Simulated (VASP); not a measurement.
Si2Mo, 3 atoms in the cell. The structure is tetragonal, space group I4/mmm (No. 139). The conventional cell has a = 3.217 Å, b = 3.217 Å, c = 7.873 Å, α = 90.00°, β = 90.00°, γ = 90.00°. Si (site symmetry 4mm) has 9 Si at 2.60 to 3.22 Å and 5 Mo at 2.62 to 2.64 Å within 3.4 Å. Within 3.5 Å of Mo (site symmetry 4/mmm) lie 10 Si at 2.62 to 2.64 Å and 4 Mo at 3.22 Å. 

| Property | Result |
| --- | --- |
| Program | VASP 6.6.1 |
| Task | single point |
| Functional | PBE |
| Potentials or basis | VASP PAW PBE potentials, release 64 (Si, Mo_sv) |
| Cutoff | 520 eV |
| k mesh | 18 × 18 × 18 |
| Occupations | gaussian, width 0.1 eV |
| Spin | no spin polarisation |
| Dipole correction | no |
| Further INCAR settings | ALGO = Normal; EDIFF = 1e-06; NBANDS = 18 |

Potentials or basis: VASP PAW PBE potentials, release 64 (Si, Mo_sv).

The run is started by

```console
$ cat potpaw_PBE.64/Si/POTCAR potpaw_PBE.64/Mo_sv/POTCAR > POTCAR
$ mpirun -np 1 vasp_std > vasp.out
```

Hardware: 1 thread of AMD EPYC 9R45 96-Core Processor (Zen 5), on a shared host.

Problem. Estimate the wall time of this run.

Solution. It took 4.4 min on 1 thread of AMD EPYC 9R45 96-Core Processor (Zen 5) (shared host), peak memory 0.43 GiB. Counts: scf iterations 13, k points 480.
